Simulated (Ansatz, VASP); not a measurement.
## One calculation of Pt, two programs

```
CELL_PARAMETERS angstrom
0.00000 1.96090 1.96090
1.96090 0.00000 1.96090
1.96090 1.96090 0.00000
ATOMIC_POSITIONS crystal
Pt 0.00000 0.00000 0.00000
```

Alike in both runs: functional revPBE; k mesh 7 × 7 × 7; occupations fermi-dirac, width 0.05 eV; no spin polarisation.

|  | VASP | Ansatz |
| --- | --- | --- |
| version | VASP 6.6.1 | Ansatz 0.2.0 |
| potentials or method | VASP PAW PBE potentials, release 64 (Pt) | Ansatz PAW |
| plane-wave cutoff (eV) | 520 | 420 |
| valence electrons in the cell | 10 | 18 |
| task | single point | band structure |

```csv
,VASP,Ansatz,Ansatz less VASP
gap on the k mesh at the Fermi level (eV),none,none,-
pressure (GPa),14.2,14.7,+0.54
```

VASP's potentials were made for PBE, not for revPBE. A gap of «none» marks a metal or a gap that the smearing closes. With one functional, cell and mesh, what is left measures potentials, basis and numerics. VASP's potentials hold 10 valence electrons a cell and Ansatz's 18, so a difference there can come from the potentials and not from the codes.

The k mesh is coarse, so the values compare programs but aren't converged. Neither program's run includes spin-orbit coupling.
